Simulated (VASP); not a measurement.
# Al4Cu (I4/m) in VASP: relaxation of cell and atoms with PBE

Aim: the relaxation of cell and atoms of Al4Cu with PBE.

Program: VASP 6.6.1. These are calculated values, not measurements. Logs are shortened: lines on timing, memory, paths and dates and some standing lists are left out, and cuts for length are marked.

### Step 1. The cell of the first run

Symmetry: I4/m, No. 87, tetragonal system. Conventional cell: a = 6.197 Å, b = 6.197 Å, c = 3.919 Å, α = 90.00°, β = 90.00°, γ = 90.00°. Within 3.7 Å of Al (site symmetry m) lie 9 Al at 2.77 Å and 3 Cu at 2.77 Å. Cu (site symmetry 4/m) has 12 Al at 2.77 Å within 3.7 Å.

### Step 2. Relaxation of cell and atoms, PBE

File INCAR:

```
SYSTEM = Al4Cu
PREC = Accurate ; ENCUT = 600
EDIFF = 1E-7 ; ISMEAR = 0
SIGMA = 0.1 ; LREAL = .FALSE.
LASPH = .TRUE. ; NELM = 80
ALGO = Fast ; ISIF = 3
LWAVE = .FALSE. ; LCHARG = .FALSE.
GGA = PE ; IBRION = 2
NSW = 100 ; EDIFFG = -0.01
```

File KPOINTS:

```
Automatic mesh
0
G
  12 12 12
  0 0 0
```

File POSCAR:

```
Al4Cu
1.0
   -3.0985113200      3.0985113200      1.9596706300
    3.0985113200     -3.0985113200      1.9596706300
    3.0985113200      3.0985113200     -1.9596706300
Al Cu
4 1
Direct
    0.6000000000      0.8000000000      0.4000000000
    0.2000000000      0.6000000000      0.8000000000
    0.8000000000      0.4000000000      0.2000000000
    0.4000000000      0.2000000000      0.6000000000
    0.0000000000      0.0000000000      0.0000000000
```

Potentials or basis: VASP PAW PBE potentials, release 64 (Al, Cu).

Launch:

```bash
cat potpaw_PBE.64/Al/POTCAR potpaw_PBE.64/Cu/POTCAR > POTCAR
mpirun -np 1 vasp_std > vasp.out
```

OUTCAR:

```text
SYSTEM = Al4Cu
   PREC = Accurate
   ENCUT = 600
   EDIFF = 1E-7
   ISMEAR = 0
   LREAL = .FALSE.
   LASPH = .TRUE.
   NELM = 80
   ISIF = 3
   GGA = PE
   IBRION = 2
   NSW = 100
   EDIFFG = -0.01

 ion  position               nearest neighbor table
   1  0.600  0.800  0.400-   3 2.77   5 2.77   2 2.77   4 2.77   4 2.77   4 2.77   2 2.77   5 2.77
                             5 2.77   3 2.77   2 2.77   3 2.77
   2  0.200  0.600  0.800-   4 2.77   3 2.77   5 2.77   1 2.77   1 2.77   5 2.77   4 2.77   3 2.77
                             5 2.77   1 2.77   4 2.77   3 2.77
   3  0.800  0.400  0.200-   1 2.77   2 2.77   5 2.77   4 2.77   4 2.77   5 2.77   1 2.77   2 2.77
                             4 2.77   5 2.77   1 2.77   2 2.77
   4  0.400  0.200  0.600-   2 2.77   5 2.77   3 2.77   1 2.77   1 2.77   1 2.77   3 2.77   5 2.77
                             5 2.77   2 2.77   3 2.77   2 2.77
   5  0.000  0.000  0.000-   4 2.77   1 2.77   3 2.77   2 2.77   3 2.77   2 2.77   4 2.77   1 2.77
                             1 2.77   4 2.77   2 2.77   3 2.77

  LATTYP: Found a body centered tetragonal cell.
 ALAT       =     6.1970226400
 C/A-ratio  =     0.6324555335

  Lattice vectors:

 A1 = (  -3.0985113200,   3.0985113200,   1.9596706300)
 A2 = (   3.0985113200,  -3.0985113200,   1.9596706300)
 A3 = (   3.0985113200,   3.0985113200,  -1.9596706300)

Analysis of symmetry for initial positions (statically):
=====================================================================
 Subroutine PRICEL returns:
 Original cell was already a primitive cell.

 Routine SETGRP: Setting up the symmetry group for a
 body centered tetragonal supercell.

 Subroutine GETGRP returns: Found  8 space group operations
 (whereof  8 operations were pure point group operations)
 out of a pool of 16 trial point group operations.

The static configuration has the point symmetry C_4h.

Analysis of symmetry for dynamics (positions and initial velocities):
=====================================================================
 Subroutine PRICEL returns:
 Original cell was already a primitive cell.

 Routine SETGRP: Setting up the symmetry group for a
 body centered tetragonal supercell.

 Subroutine GETGRP returns: Found  8 space group operations
 (whereof  8 operations were pure point group operations)
 out of a pool of 16 trial point group operations.

The dynamic configuration has the point symmetry C_4h.

 Subroutine INISYM returns: Found  8 space group operations
 (whereof  8 operations are pure point group operations),
 and found     1 'primitive' translations

----------------------------------------------------------------------------------------

                                     Primitive cell

  volume of cell :      75.2574

  direct lattice vectors                    reciprocal lattice vectors
    -3.098511320  3.098511320  1.959670630     0.000000000  0.161367815  0.255144917
     3.098511320 -3.098511320  1.959670630     0.161367815  0.000000000  0.255144917
     3.098511320  3.098511320 -1.959670630     0.161367815  0.161367815  0.000000000

  length of vectors
     4.800193098  4.800193098  4.800193098     0.301891537  0.301891537  0.228208552

  position of ions in fractional coordinates (direct lattice)
     0.600000000  0.800000000  0.400000000
     0.200000000  0.600000000  0.800000000
     0.800000000  0.400000000  0.200000000
     0.400000000  0.200000000  0.600000000
     0.000000000  0.000000000  0.000000000

  ion indices of the primitive-cell ions
   primitive index   ion index
                 1           1
                 2           2
                 3           3
                 4           4
                 5           5

----------------------------------------------------------------------------------------

 KPOINTS: Automatic mesh

Automatic generation of k-mesh.
 Grid dimensions read from file:
[... 26 lines left out ...]
  0.333333  0.000000  0.000000      8.000000
  0.416667 -0.000000  0.000000      8.000000
[... 16 lines left out ...]
 -0.250000  0.083333 -0.000000      8.000000
 -0.083333  0.250000  0.000000      8.000000
 [... further k-points ...]
   k-points           NKPTS =    242   k-points in BZ     NKDIM =    242   number of bands    NBANDS=     15
   number of dos      NEDOS =    301   number of ions     NIONS =      5
   total plane-waves  NPLWV =  64000
   dimension x,y,z NGX =    40 NGY =   40 NGZ =   40
   dimension x,y,z NGXF=    80 NGYF=   80 NGZF=   80
   ions per type =               4   1
   NGX,Y,Z   is equivalent  to a cutoff of  13.85, 13.85, 13.85 a.u.
   NGXF,Y,Z  is equivalent  to a cutoff of  27.71, 27.71, 27.71 a.u.
 SYSTEM =  Al4Cu
   PREC   = accura    normal or accurate (medium, high low for compatibility)
   ISTART =      0    job   : 0-new  1-cont  2-samecut
   ICHARG =      2    charge: 1-file 2-atom 10-const
   ISPIN  =      1    spin polarized calculation?
   LNONCOLLINEAR =      F non collinear calculations
   LSORBIT =      F    spin-orbit coupling
   LASPH  =      T    aspherical Exc in radial PAW
   ENCUT  =  600.0 eV  44.10 Ry    6.64 a.u.   9.59  9.59  9.59*2*pi/ulx,y,z
   NELM   =     80;   NELMIN=  2; NELMDL= -5     # of ELM steps
   EDIFF  = 0.1E-06   stopping-criterion for ELM
   LREAL  =      F    real-space projection
   EDIFFG = -.1E-01   stopping-criterion for IOM
   NSW    =    100    number of steps for IOM
   IBRION =      2    ionic relax: 0-MD 1-quasi-New 2-CG
   NFREE  =      1    steps in history (QN), initial steepest desc. (CG)
   ISIF   =      3    stress and relaxation
   ISYM   =      2    0-nonsym 1-usesym 2-fastsym
   POTIM  = 0.5000    time-step for ionic-motion
   TEBEG  =    0.0;   TEEND  =   0.0 temperature during run
   PSTRESS=    0.0 pullay stress
   NELECT =      23.0000    total number of electrons
   NUPDOWN=      -1.0000    fix difference up-down
   EMIN   =  10.00;   EMAX   =-10.00  energy-range for DOS
   EFERMI =   0.00;   METHOD = LEGACY
   ISMEAR =     0;   SIGMA  =   0.10  broadening in eV -4-tet -1-fermi 0-gaus
   EFERMI_NEDOS =   21; number of points for ismear=-14 and -15
   IALGO  =     68    algorithm
   IMIX   =      4    mixing-type and parameters
     AMIX     =   0.40;   BMIX     =  1.00
     AMIX_MAG =   1.60;   BMIX_MAG =  1.00
  volume/ion in A,a.u.               =      15.05       101.57
  Fermi-wavevector in a.u.,A,eV,Ry     =   1.102726  2.083850 16.544753  1.216005
  Thomas-Fermi vector in A             =   2.239173
   LORBIT       =      0    0 simple, 1 ext, 2 COOP (PROOUT), +10 PAW based schemes
   GGA     = PE    functional components
   LHFCALC =     F    Hartree Fock is set to
   AEXX    =    0.0000 exact exchange contribution
   IVDW    =     0    specifies the selected vdW correction
   LEPSILON=     F    determine dielectric tensor
   LRPA    =     F    only Hartree local field effects (RPA)
 conjugate gradient relaxation of ions
 non-spin polarized calculation
 RMM-DIIS sequential band-by-band and
 Gauss-broadening in eV      SIGMA  =   0.10
  energy-cutoff  :      600.00
  volume of cell :       75.26
 maximum number of plane-waves:      2548
   NGX = 19   NGY = 19   NGZ = 19

--------------------------------------- Ionic step        1  -------------------------------------------

 number of electron      23.0000006 magnetization

 Free energy of the ion-electron system (eV)
  ---------------------------------------------------
  ext. energy  EPLUGINS =         0.00000000
  ---------------------------------------------------
  free energy    TOTEN  =       -18.84380087 eV

  energy without entropy =      -18.83562667  energy(sigma->0) =      -18.83971377

------------------------ aborting loop because EDIFF is reached ----------------------------------------

  FORCE on cell =-STRESS in cart. coord.  units (eV):
  Direction    XX          YY          ZZ          XY          YZ          ZX
  --------------------------------------------------------------------------------------
  -------------------------------------------------------------------------------------
  Total        1.0761843      1.0761843      1.4503137     -0.0000000      0.0000000      0.0000000
  in kB       22.9112076     22.9112076     30.8761590     -0.0000003      0.0000000      0.0000000
  external PRESSURE =      25.5661914 kB  Pullay stress =       0.0000000 kB
[... 98 lines left out ...]
  FREE ENERGIE OF THE ION-ELECTRON SYSTEM (eV)
  ---------------------------------------------------
  free  energy   TOTEN  =       -18.8707711494 eV

  energy  without entropy=      -18.8626480145  energy(sigma->0) =      -18.86670958

[... ionic steps 4 to 11 ...]

--------------------------------------- Ionic step       12  -------------------------------------------

 number of electron      23.0000009 magnetization

------------------------ aborting loop because EDIFF is reached ----------------------------------------
[... 73 lines left out ...]
--------------------------------------- Ionic step       14  -------------------------------------------

 number of electron      23.0000009 magnetization

 Free energy of the ion-electron system (eV)
  ---------------------------------------------------
  ext. energy  EPLUGINS =         0.00000000
  ---------------------------------------------------
  free energy    TOTEN  =       -18.87942051 eV

  energy without entropy =      -18.87156326  energy(sigma->0) =      -18.87549189

 E-fermi :   8.1328     XC(G=0): -10.6080

 val. band max:        8.1311509502   @ k =  -0.3333   0.4167   0.0000
 cond. band min:       8.1329895426   @ k =   0.5000   0.5000   0.0000
 fundamental gap:      0.0018385925
 Fermi energy:         8.1328184737

 k-point     1 :       0.0000    0.0000    0.0000
  band No.  band energies     occupation
      1      -2.9601      2.00000
      2       3.0917      2.00000
      3       3.8790      2.00000
      4       4.3928      2.00000
      5       4.3928      2.00000
      6       4.5170      2.00000
      7       4.5915      2.00000
      8       4.5915      2.00000
      9       5.4306      2.00000
     10       6.1236      2.00000
     11       8.6393      0.00000
     12       9.5289      0.00000
     13       9.5289      0.00000
     14      10.1434      0.00000
[... 401 lines left out ...]
      2       2.3377      2.00000
      3       3.3570      2.00000
      4       4.1103      2.00000
      5       4.3059      2.00000
      6       4.3544      2.00000
      7       4.5874      2.00000
      8       4.9291      2.00000
      9       6.0504      2.00000
     10       6.5093      2.00000
     11       7.2006      2.00000
     12       7.8358      1.99997
     13       8.2137      0.25283
     14       9.3657      0.00000
     15       9.8201      0.00000

 [... further k-points ...]

------------------------ aborting loop because EDIFF is reached ----------------------------------------

  FORCE on cell =-STRESS in cart. coord.  units (eV):
  Direction    XX          YY          ZZ          XY          YZ          ZX
  --------------------------------------------------------------------------------------
  -------------------------------------------------------------------------------------
  Total        0.0008458      0.0008458      0.0025721     -0.0000000     -0.0000000      0.0000000
  in kB        0.0175283      0.0175283      0.0533060     -0.0000006     -0.0000000      0.0000000
  external PRESSURE =       0.0294542 kB  Pullay stress =       0.0000000 kB
[... 20 lines left out ...]
  FREE ENERGIE OF THE ION-ELECTRON SYSTEM (eV)
  ---------------------------------------------------
  free  energy   TOTEN  =       -18.8794205149 eV

  energy  without entropy=      -18.8715632593  energy(sigma->0) =      -18.87549189

 reached required accuracy - stopping structural energy minimisation
```

Wall time 49 min (1 thread of Intel Xeon Platinum 8488C (Sapphire Rapids), shared host); peak memory 0.53 GiB.

What came out:

| Property | Result |
| --- | --- |
| Free energy | -18.8794 eV |
| Relaxed volume | 15.46 Å³/atom |
| Relaxed cell | a = 4.833 Å, b = 4.833 Å, c = 4.833 Å, α = 99.80°, β = 99.80°, γ = 131.26° |
| Space group after relaxing (to 0.1 Å) | I4/m (No. 87) |
| Energy gained by relaxing | 7.1 meV/atom |
| Ionic steps | 14 |
| Pressure after relaxing | 0.0 GPa |
| Band gap on the k mesh | zero (an odd number of electrons rules out a gap without spin polarisation) |

Forces on the atoms (eV/Å):
```
Al   0.000 -0.003  0.000
Al  -0.003  0.000  0.000
Al   0.003  0.000  0.000
Al   0.000  0.003  0.000
Cu   0.000  0.000  0.000
```

Step by step:
```csv
step,energy change (eV),largest force (eV/Å),pressure (GPa),volume (Å³)
1,0.0000,0.2874,2.56,75.26
2,-0.0269,0.1463,-0.56,77.90
3,-0.0270,0.1492,-0.65,77.84
4,-0.0270,0.1538,-0.53,77.74
5,-0.0320,0.0866,-0.23,77.48
6,-0.0338,0.0596,0.10,77.20
7,-0.0346,0.0453,0.00,77.29
8,-0.0353,0.0236,-0.15,77.46
9,-0.0353,0.0213,-0.24,77.50
10,-0.0355,0.0110,0.18,77.14
11,-0.0356,0.0119,0.05,77.26
12,-0.0356,0.0124,0.02,77.28
13,-0.0356,0.0122,0.04,77.28
14,-0.0356,0.0027,0.00,77.31
```

Final structure:
```
Al Cu
1.0
    -3.11296    3.11296    1.99440
     3.11296   -3.11296    1.99440
     3.11296    3.11296   -1.99440
Al Cu
4 1
Direct
  0.60586 0.79831 0.40418
  0.20169 0.60586 0.80755
  0.79831 0.39414 0.19245
  0.39414 0.20169 0.59582
  0.00000 0.00000 0.00000
```

Levels at points of the mesh, in eV from the Fermi level:
| k point | band 8 | band 9 | band 10 | band 11 | band 12 | band 13 | band 14 | band 15 |
| --- | --- | --- | --- | --- | --- | --- | --- | --- |
| (0.00, 0.00, 0.00) | -3.54 | -2.70 | -2.01 | 0.51 | 1.40 | 1.40 | 2.01 | 2.27 |
| (0.50, 0.00, 0.00) | -3.63 | -3.31 | -2.76 | -2.14 | -0.44 | 0.27 | 2.95 | 3.46 |
| (0.50, 0.50, 0.00) | -2.54 | -1.55 | -1.05 | -0.57 | -0.51 | 0.00 | 0.46 | 1.87 |
| (0.50, 0.50, 0.50) | -3.55 | -3.20 | -2.64 | -0.46 | 3.73 | 5.13 | 5.13 | 5.20 |
